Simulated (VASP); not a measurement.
# Zn (P6_3/mmc) in VASP: a series of runs, part 2 of 2

VASP 6.6.1. Earlier steps stand in the parts before.

### 3 Electric field gradients, PBE (volume scaled by 1.06)

INCAR

```
SYSTEM = Zn
PREC = Accurate
ENCUT = 520
EDIFF = 1E-8
ISMEAR = -1
SIGMA = 0.03
LREAL = .False.
LASPH = .True.
NELM = 100
ALGO = Normal
ISIF = 2
LWAVE = .False.
LCHARG = .False.
GGA = PE
LEFG = .True.
NBANDS = 19
```

KPOINTS

```
Automatic mesh
0
Gamma
  18 18 8
  0 0 0
```

POSCAR

```
Zn
1.0
    2.7170622642      0.0000000000      0.0000000000
   -1.3585311321      2.3530449444      0.0000000000
    0.0000000000      0.0000000000      5.0437187487
Zn
2
Direct
    0.3333333333      0.6666666667      0.2500000000
    0.6666666667      0.3333333333      0.7500000000
```

Potentials or basis: VASP PAW PBE potentials, release 64 (Zn).

Launch:

```bash
$ cat potpaw_PBE.64/Zn/POTCAR > POTCAR
$ mpirun -np 1 vasp_std > vasp.out
```

OUTCAR:

```text
SYSTEM = Zn
   PREC = Accurate
   ENCUT = 520
   EDIFF = 1E-8
   ISMEAR = -1
   LREAL = .False.
   LASPH = .True.
   NELM = 100
   ISIF = 2
   GGA = PE

 ion  position               nearest neighbor table
   1  0.333  0.667  0.250-   2 2.97   2 2.97   2 2.97   2 2.97   2 2.97   2 2.97
   2  0.667  0.333  0.750-   1 2.97   1 2.97   1 2.97   1 2.97   1 2.97   1 2.97

  LATTYP: Found a hexagonal cell.
 ALAT       =     2.7170622642
 C/A-ratio  =     1.8563132745

  Lattice vectors:

 A1 = (   2.7170622642,   0.0000000000,   0.0000000000)
 A2 = (  -1.3585311321,   2.3530449444,   0.0000000000)
 A3 = (   0.0000000000,   0.0000000000,   5.0437187487)

Analysis of symmetry for initial positions (statically):
=====================================================================
 Subroutine PRICEL returns:
 Original cell was already a primitive cell.

 Routine SETGRP: Setting up the symmetry group for a
 hexagonal supercell.

 Subroutine GETGRP returns: Found 24 space group operations
 (whereof 12 operations were pure point group operations)
 out of a pool of 24 trial point group operations.

The static configuration has the point symmetry D_3d.
 The point group associated with its full space group is D_6h.

Analysis of symmetry for dynamics (positions and initial velocities):
=====================================================================
 Subroutine PRICEL returns:
 Original cell was already a primitive cell.

 Routine SETGRP: Setting up the symmetry group for a
 hexagonal supercell.

 Subroutine GETGRP returns: Found 24 space group operations
 (whereof 12 operations were pure point group operations)
 out of a pool of 24 trial point group operations.
[... 150 lines left out ...]

 val. band max:        2.8229367376   @ k =   0.4444   0.0556   0.3750
 cond. band min:       2.8791406587   @ k =   0.4444   0.1111   0.5000
 fundamental gap:      0.0562039210
 Fermi energy:         2.8358632395

 k-point     1 :       0.0000    0.0000    0.0000
  band No.  band energies     occupation
      1      -7.2396      2.00000
      2      -5.6434      2.00000
      3      -5.0348      2.00000
      4      -4.8312      2.00000
      5      -4.8312      2.00000
      6      -4.7870      2.00000
[... 505 lines left out ...]
      6      -4.6947      2.00000
[... 11 lines left out ...]
     18      15.0945      0.00000
     19      16.6343      0.00000

 [... further k-points ...]
[... 5 lines left out ...]
  --------------------------------------------------------------------------------------
  -------------------------------------------------------------------------------------
  Total       -0.8601990     -0.8601990     -0.4620486      0.0000000     -0.0000000      0.0000000
  in kB      -42.7394421    -42.7394421    -22.9571277      0.0000000     -0.0000000      0.0000000
  external PRESSURE =     -36.1453373 kB  Pullay stress =       0.0000000 kB

 VOLUME and BASIS-vectors are now :
 -----------------------------------------------------------------------------
  energy-cutoff  :      520.00
  volume of cell :       32.25
      direct lattice vectors                 reciprocal lattice vectors
     2.717062264  0.000000000  0.000000000     0.368044565  0.212490629  0.000000000
    -1.358531132  2.353044944  0.000000000     0.000000000  0.424981258  0.000000000
     0.000000000  0.000000000  5.043718749     0.000000000  0.000000000  0.198266408

 POSITION                                       TOTAL-FORCE (eV/Angst)
 -----------------------------------------------------------------------------------
     -0.00000      1.56870      1.26093        -0.000000     -0.000000      0.000000
      1.35853      0.78435      3.78279         0.000000      0.000000      0.000000
 -----------------------------------------------------------------------------------
    total drift:                                0.000000     -0.000000      0.000000

  FREE ENERGIE OF THE ION-ELECTRON SYSTEM (eV)
  ---------------------------------------------------
  free  energy   TOTEN  =        -2.1933514684 eV

  energy  without entropy=       -2.1917915795  energy(sigma->0) =       -2.19257152

 Electric field gradients (V/A^2)
---------------------------------------------------------------------
 ion       V_xx      V_yy      V_zz      V_xy      V_xz      V_yz
---------------------------------------------------------------------
   1     -15.853   -15.844    31.696     0.008     0.000    -0.000
   2     -15.853   -15.844    31.696     0.008    -0.000     0.000
---------------------------------------------------------------------

 Electric field gradients after diagonalization (V/A^2)
 (convention: |V_zz| > |V_xx| > |V_yy|)
----------------------------------------------------------------------
 ion       V_xx      V_yy      V_zz     asymmetry (V_yy - V_xx)/ V_zz
----------------------------------------------------------------------
   1     -15.857   -15.839    31.696       0.001
   2     -15.857   -15.839    31.696       0.001
----------------------------------------------------------------------

           NMR quadrupolar parameters

 Cq : quadrupolar parameter    Cq=e*Q*V_zz/h
 eta: asymmetry parameters     (V_yy - V_xx)/ V_zz
 Q  : nuclear electric quadrupole moment in mb (millibarn)
----------------------------------------------------------------------
 ion       Cq(MHz)       eta       Q (mb)
----------------------------------------------------------------------
   1       0.077       0.001       1.000
   2       0.077       0.001       1.000
----------------------------------------------------------------------
```

OSZICAR:

```text
N       E                     dE             d eps       ncg     rms          rms(c)
DAV:   1     0.113580432993E+03    0.11358E+03   -0.12237E+04  7182   0.196E+03
DAV:   2     0.292348176605E+01   -0.11066E+03   -0.10682E+03  7060   0.294E+02
DAV:   3    -0.233875117934E+01   -0.52622E+01   -0.52423E+01  7791   0.699E+01
DAV:   4    -0.237255168156E+01   -0.33801E-01   -0.33790E-01  7671   0.580E+00
DAV:   5    -0.237259839596E+01   -0.46714E-04   -0.46714E-04  7697   0.195E-01    0.348E+00
DAV:   6    -0.220369069047E+01    0.16891E+00   -0.69609E-01  7813   0.171E+01    0.272E+00
DAV:   7    -0.219685253785E+01    0.68382E-02   -0.23281E-02  8629   0.249E+00    0.142E+00
DAV:   8    -0.219332819066E+01    0.35243E-02   -0.18205E-03  9289   0.606E-01    0.465E-02
DAV:   9    -0.219334759394E+01   -0.19403E-04   -0.20567E-04  9236   0.174E-01    0.353E-02
DAV:  10    -0.219335198175E+01   -0.43878E-05   -0.17620E-05  7440   0.442E-02    0.282E-03
DAV:  11    -0.219335176166E+01    0.22009E-06   -0.12237E-07  9151   0.560E-03    0.167E-03
DAV:  12    -0.219335144888E+01    0.31279E-06   -0.26661E-08  6990   0.229E-03    0.970E-05
DAV:  13    -0.219335146619E+01   -0.17310E-07   -0.35084E-09  3997   0.531E-04    0.694E-05
DAV:  14    -0.219335147912E+01   -0.12927E-07   -0.75662E-10  3794   0.531E-04    0.109E-04
DAV:  15    -0.219335146857E+01    0.10546E-07   -0.38623E-10  3713   0.385E-04    0.411E-06
DAV:  16    -0.219335146837E+01    0.20509E-09   -0.17891E-11  3689   0.332E-05
   1 F= -.21933515E+01 E0= -.21925715E+01  d E =-.155989E-02
```

Run time: 2.5 min. Hardware: 1 thread of Intel Xeon 8259CL, shared host; peak memory 0.21 GiB.

Results:

| Quantity | Value |
| --- | --- |
| Free energy | -2.1934 eV |
| Pressure | -3.6 GPa |
| Band gap on the k mesh | zero (band 12 reaches 4.28 eV, above the bottom of band 13 at -0.37 eV) |

Stress tensor (GPa, compression positive):
```
-4.27  0.00  0.00
 0.00 -4.27  0.00
 0.00  0.00 -2.30
```

Electric field gradients, principal values (V/Å²):
| atom | least | middle | greatest (by size) |
| --- | --- | --- | --- |
| 1 Zn | -15.839 | -15.857 | 31.696 |
| 2 Zn | -15.839 | -15.857 | 31.696 |

Caveat: without QUAD_EFG the Cq values of the log hold for a quadrupole moment of 1 mb, not for the nuclei.

### 4 Electric field gradients, PBE (volume scaled by 1.06)

INCAR

```
PREC     = Accurate       # precision mode
ENCUT    = 520            # plane-wave cutoff, eV
EDIFF    = 1E-8           # SCF threshold, eV
ISMEAR   = -1             # smearing method
SIGMA    = 0.03           # smearing width, eV
LREAL    = F              # projectors in reciprocal space
LASPH    = T              # aspherical terms in the spheres
NELM     = 60             # most SCF steps
ALGO     = Normal         # electronic algorithm
ISIF     = 2              # what is computed and relaxed
LWAVE    = F              # write WAVECAR
LCHARG   = F              # write CHGCAR
GGA      = PE             # functional
LEFG     = T            
NBANDS   = 19             # bands
```

KPOINTS

```
Automatic mesh
0
Gamma
  18 18 8
```

POSCAR is that of step 3.

Potentials or basis: VASP PAW PBE potentials, release 64 (Zn).

Launch:

```bash
$ cat potpaw_PBE.64/Zn/POTCAR > POTCAR
$ mpirun -np 1 vasp_std > vasp.out
```

OUTCAR:

```text
PREC = Accurate
   ENCUT = 520
   EDIFF = 1E-8
   ISMEAR = -1
   LREAL = F
   LASPH = T
   NELM = 60
   ISIF = 2
   GGA = PE

 ion  position               nearest neighbor table
   1  0.333  0.667  0.250-   2 2.97   2 2.97   2 2.97   2 2.97   2 2.97   2 2.97
   2  0.667  0.333  0.750-   1 2.97   1 2.97   1 2.97   1 2.97   1 2.97   1 2.97

  LATTYP: Found a hexagonal cell.
 ALAT       =     2.7170622642
 C/A-ratio  =     1.8563132745

  Lattice vectors:

 A1 = (   2.7170622642,   0.0000000000,   0.0000000000)
 A2 = (  -1.3585311321,   2.3530449444,   0.0000000000)
 A3 = (   0.0000000000,   0.0000000000,   5.0437187487)

Analysis of symmetry for initial positions (statically):
=====================================================================
 Subroutine PRICEL returns:
 Original cell was already a primitive cell.

 Routine SETGRP: Setting up the symmetry group for a
[... 718 lines left out ...]
  energy-cutoff  :      520.00
  volume of cell :       32.25
      direct lattice vectors                 reciprocal lattice vectors
     2.717062264  0.000000000  0.000000000     0.368044565  0.212490629  0.000000000
    -1.358531132  2.353044944  0.000000000     0.000000000  0.424981258  0.000000000
     0.000000000  0.000000000  5.043718749     0.000000000  0.000000000  0.198266408

 POSITION                                       TOTAL-FORCE (eV/Angst)
 -----------------------------------------------------------------------------------
     -0.00000      1.56870      1.26093        -0.000000     -0.000000      0.000000
      1.35853      0.78435      3.78279         0.000000      0.000000      0.000000
 -----------------------------------------------------------------------------------
    total drift:                                0.000000     -0.000000      0.000000

  FREE ENERGIE OF THE ION-ELECTRON SYSTEM (eV)
  ---------------------------------------------------
  free  energy   TOTEN  =        -2.1933514684 eV

  energy  without entropy=       -2.1917915795  energy(sigma->0) =       -2.19257152

 Electric field gradients (V/A^2)
---------------------------------------------------------------------
 ion       V_xx      V_yy      V_zz      V_xy      V_xz      V_yz
---------------------------------------------------------------------
   1     -15.853   -15.844    31.696     0.008     0.000    -0.000
   2     -15.853   -15.844    31.696     0.008    -0.000     0.000
---------------------------------------------------------------------

 Electric field gradients after diagonalization (V/A^2)
 (convention: |V_zz| > |V_xx| > |V_yy|)
----------------------------------------------------------------------
 ion       V_xx      V_yy      V_zz     asymmetry (V_yy - V_xx)/ V_zz
----------------------------------------------------------------------
   1     -15.857   -15.839    31.696       0.001
   2     -15.857   -15.839    31.696       0.001
----------------------------------------------------------------------

           NMR quadrupolar parameters

 Cq : quadrupolar parameter    Cq=e*Q*V_zz/h
 eta: asymmetry parameters     (V_yy - V_xx)/ V_zz
 Q  : nuclear electric quadrupole moment in mb (millibarn)
----------------------------------------------------------------------
 ion       Cq(MHz)       eta       Q (mb)
----------------------------------------------------------------------
   1       0.077       0.001       1.000
   2       0.077       0.001       1.000
----------------------------------------------------------------------
```

OSZICAR:

```text
N       E                     dE             d eps       ncg     rms          rms(c)
DAV:   1     0.113580432993E+03    0.11358E+03   -0.12237E+04  7182   0.196E+03
DAV:   2     0.292348176605E+01   -0.11066E+03   -0.10682E+03  7060   0.294E+02
DAV:   3    -0.233875117934E+01   -0.52622E+01   -0.52423E+01  7791   0.699E+01
DAV:   4    -0.237255168156E+01   -0.33801E-01   -0.33790E-01  7671   0.580E+00
DAV:   5    -0.237259839596E+01   -0.46714E-04   -0.46714E-04  7697   0.195E-01    0.348E+00
DAV:   6    -0.220369069047E+01    0.16891E+00   -0.69609E-01  7813   0.171E+01    0.272E+00
DAV:   7    -0.219685253785E+01    0.68382E-02   -0.23281E-02  8629   0.249E+00    0.142E+00
DAV:   8    -0.219332819066E+01    0.35243E-02   -0.18205E-03  9289   0.606E-01    0.465E-02
DAV:   9    -0.219334759394E+01   -0.19403E-04   -0.20567E-04  9236   0.174E-01    0.353E-02
DAV:  10    -0.219335198175E+01   -0.43878E-05   -0.17620E-05  7440   0.442E-02    0.282E-03
DAV:  11    -0.219335176166E+01    0.22009E-06   -0.12237E-07  9151   0.560E-03    0.167E-03
DAV:  12    -0.219335144888E+01    0.31279E-06   -0.26661E-08  6990   0.229E-03    0.970E-05
DAV:  13    -0.219335146619E+01   -0.17310E-07   -0.35084E-09  3997   0.531E-04    0.694E-05
DAV:  14    -0.219335147912E+01   -0.12927E-07   -0.75662E-10  3794   0.531E-04    0.109E-04
DAV:  15    -0.219335146857E+01    0.10546E-07   -0.38623E-10  3713   0.385E-04    0.411E-06
DAV:  16    -0.219335146837E+01    0.20509E-09   -0.17891E-11  3689   0.332E-05
   1 F= -.21933515E+01 E0= -.21925715E+01  d E =-.155989E-02
```

stdout:

```text
POSCAR found type information on POSCAR Zn
 POSCAR found :  1 types and       2 ions
 scaLAPACK will be used
 LDA part: xc-table for (Slater+PW92), standard interpolation
 POSCAR, INCAR and KPOINTS ok, starting setup
 FFT: planning ... GRIDC
 FFT: planning ... GRID_SOFT
 FFT: planning ... GRID
 WAVECAR not read
 entering main loop
ion   1

ion   2
```

It took 2.6 min on 1 thread of Intel Xeon 8259CL, shared host; peak memory 0.21 GiB.

Results:

* Free energy: -2.1934 eV
* Pressure: -3.6 GPa
* Band gap on the k mesh: zero (band 12 reaches 4.28 eV, above the bottom of band 13 at -0.37 eV)

Electric field gradients, principal values (V/Å²):
```
atom    least   middle  greatest (by size)
1 Zn  -15.839  -15.857              31.696
2 Zn  -15.839  -15.857              31.696
```

Caveat: without QUAD_EFG the Cq values of the log hold for a quadrupole moment of 1 mb, not for the nuclei.
